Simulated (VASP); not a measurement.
## WC: single point with PBE

Crystal: WC.

```
W C
1.0
     4.38002    0.00000    0.00000
     0.00000   -4.38002    0.00000
     0.00000    0.00000   -4.38002
W C
4 4
Direct
  0.00000 0.00000 0.00000
  0.50000 0.50000 0.00000
  0.50000 0.00000 0.50000
  0.00000 0.50000 0.50000
  0.50000 0.00000 0.00000
  0.00000 0.50000 0.00000
  0.00000 0.00000 0.50000
  0.50000 0.50000 0.50000
```

```yaml
Program: VASP 6.6.1
Task: single point
Functional: PBE
Potentials_or_basis: VASP PAW PBE potentials, release 64 (W_sv, C)
Cutoff: 520 eV
k_mesh: 14 × 14 × 14
Occupations: gaussian, width 0.15 eV
Spin: no spin polarisation
```

- Pressure: 0.9 GPa
- Band gap on the k mesh: zero (bands 36 and 37 overlap by 3.13 eV)

Levels at points of the mesh, in eV from the Fermi level:
```csv
k point,band 32,band 33,band 34,band 35,band 36,band 37,band 38,band 39,band 40,band 41
"(0.00, 0.00, 0.00)",-2.50,-2.50,-2.50,-2.50,-1.06,-1.06,-1.06,-0.95,-0.95,0.87
"(0.50, 0.00, 0.00)",-3.39,-3.39,-3.39,-0.12,-0.12,0.50,0.50,0.50,0.50,1.95
"(0.50, 0.50, 0.00)",-5.92,-0.44,-0.44,-0.44,-0.44,1.41,1.41,1.41,1.41,2.03
"(0.50, 0.50, 0.50)",-6.59,1.06,1.06,1.06,1.06,1.06,1.06,1.06,1.06,2.36
```

Wall time 14 min on 1 thread of AMD EPYC 7R13 (shared host), peak memory 0.42 GiB.

Caveat: spin-orbit coupling is left out, which moves the levels of the heavy elements.
